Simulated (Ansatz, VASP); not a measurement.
NbTe: VASP beside Ansatz

```
Te Nb
1.0
     3.70297    0.00000    0.00000
    -1.85149    3.20687    0.00000
     0.00000    0.00000    3.69421
Te Nb
1 1
Direct
  0.66667 0.33333 0.00000
  0.00000 0.00000 0.50000
```

Alike in both runs: task single point; functional PBE; k mesh 8 × 8 × 7; occupations gaussian, width 0.013 eV; no spin polarisation.

```csv
,VASP,Ansatz
version,VASP 6.6.1,Ansatz 0.2.0
potentials or method,"VASP PAW PBE potentials, release 64 (Te, Nb_sv)",Ansatz PAW
plane-wave cutoff (eV),520,420
valence electrons in the cell,19,29
```

VASP gave:

| Item | Value |
| --- | --- |
| gap on the k mesh at the Fermi level (eV) | none |
| pressure (GPa) | -0.8 |
| traceless stress, the component that is largest in VASP (GPa) | 0.89 |

Problem. Estimate Ansatz's values.

Solution. gap on the k mesh at the Fermi level (eV): none; pressure (GPa): -0.6; traceless stress, the component that is largest in VASP (GPa): 0.94.

A gap of «none» marks a metal or a gap that the smearing closes. The functional is the same, so the differences come from potentials, cutoffs and numerics. VASP's potentials hold 19 valence electrons a cell and Ansatz's 29, so a difference there can come from the potentials and not from the codes.

Spin-orbit coupling is off throughout.
